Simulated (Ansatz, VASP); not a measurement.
Two plane-wave programs on Zr

INCAR

```
PREC = Accurate
ENCUT = 520
EDIFF = 1E-6
ISMEAR = -1
SIGMA = 0.1
LREAL = F
LASPH = T
NELM = 60
ALGO = Normal
ISIF = 2
LWAVE = F
LCHARG = F
GGA = CA
NBANDS = 32
```

Contents of KPOINTS:

```
regular mesh
0
Gamma
  13 13 4
```

POSCAR

```
Zr
1.0
    2.9960977285      0.0000000000      0.0000000000
   -1.4980488643      2.5946967451      0.0000000000
    0.0000000000      0.0000000000      9.8482471186
Zr
4
Direct
    0.0000000000      1.0000000000      0.0000000000
    0.0000000000      1.0000000000      0.5000000000
    0.3333333333      0.6666666667      0.2500000000
    0.6666666667      0.3333333333      0.7500000000
```

Input for Ansatz:

```yaml
crystal:
  lattice:
    - [2.9960977285, 0.0, 0.0]
    - [-1.4980488643, 2.5946967451, 0.0]
    - [0.0, 0.0, 9.8482471186]
  atoms:
    - { symbol: Zr, position: [0.0, 1.0, 0.0] }
    - { symbol: Zr, position: [0.0, 1.0, 0.5] }
    - { symbol: Zr, position: [0.3333333333, 0.6666666667, 0.25] }
    - { symbol: Zr, position: [0.6666666667, 0.3333333333, 0.75] }
hamiltonian:
  xc: lda
  pseudopotentials:
    kind: paw
    azcp:
      Zr: "pseudopotentials/Zr.paw.azcp"
basis:
  ecutwfc: 420
  fft_grid_basis: typed
kpoints:
  mp_grid: { grid: [13, 13, 4], shift: [0, 0, 0] }
magnetization:
  spin_polarized: false
scf:
  occupations: { method: fermi_dirac, width: 0.1 }
  lower_state_search: "off"
output:
  stress: true
```

Alike in both runs: task single point; functional LDA; k mesh 13 × 13 × 4; occupations fermi-dirac, width 0.1 eV; no spin polarisation.

|  | VASP | Ansatz |
| --- | --- | --- |
| version | VASP 6.6.1 | Ansatz 0.2.0 |
| potentials or method | VASP PAW LDA potentials, release 64 (Zr_sv), cutoff 520 eV | plane waves (420 eV) with PAW, scalar-relativistic |
| valence electrons in the cell | 48 | 48 |

Ansatz gave:

```
pressure (GPa)                                                : 15.9
traceless stress, the component that is largest in VASP (GPa) : 1.39
```

Estimate VASP's values.

pressure (GPa): 16.1; traceless stress, the component that is largest in VASP (GPa): 1.43.

Ansatz warns that its potentials were made for another functional, while VASP's fit it. LDA's correlation is that of Perdew and Zunger in VASP and of Perdew and Wang (1992) in Ansatz.
